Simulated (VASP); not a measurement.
## Si3Ge: single point with PBE

Crystal: Si3Ge.

```
Si Ge
1.0
     2.80064    0.00000    0.00000
    -1.40032    2.42542    0.00000
     0.00000    0.00000    9.31312
Si Ge
3 1
Cartesian
  0.0000 1.6169 7.1501
  0.0000 1.6169 2.1630
  1.4003 0.8085 0.0000
  1.4003 0.8085 4.6566
```

* Program: VASP 6.6.1
* Task: single point
* Functional: PBE
* Potentials or basis: VASP PAW PBE potentials, release 64 (Si, Ge_d)
* Cutoff: 500 eV
* k mesh: 18 × 18 × 4
* Occupations: gaussian, width 0.1 eV
* Spin: no spin polarisation
* Dipole correction: no
* Further INCAR settings: ALGO = Normal; EDIFF = 1e-06; NBANDS = 21

```
Pressure               : -0.1 GPa
Largest force          : 0.004 eV/Å
Band gap on the k mesh : zero (bands 13 and 14 overlap by 10.56 eV)
```

Forces in eV/Å, atoms in the order of the input:
```
Si   0.000  0.000  0.004
Si   0.000  0.000 -0.004
Si   0.000  0.000  0.000
Ge   0.000  0.000  0.000
```

Levels at points of the mesh, in eV from the Fermi level:
| k point | band 10 | band 11 | band 12 | band 13 | band 14 | band 15 | band 16 | band 17 |
| --- | --- | --- | --- | --- | --- | --- | --- | --- |
| (0.00, 0.00, 0.00) | -6.38 | 0.94 | 1.20 | 7.58 | 7.58 | 8.93 | 8.93 | 9.18 |
| (0.50, 0.00, 0.00) | -5.55 | -5.52 | -1.73 | -1.62 | -1.22 | 0.58 | 3.00 | 4.63 |
| (0.00, 0.00, 0.50) | -3.57 | -3.02 | 5.49 | 6.52 | 7.65 | 7.65 | 8.62 | 8.62 |
| (0.50, 0.00, 0.50) | -4.92 | -4.00 | -3.82 | -3.10 | 1.56 | 2.40 | 2.79 | 3.10 |

It took 2.4 min on 1 thread of Intel(R) Xeon(R) Platinum 8375C CPU @ 2.90GHz (Ice Lake) (shared host), peak memory 0.25 GiB.
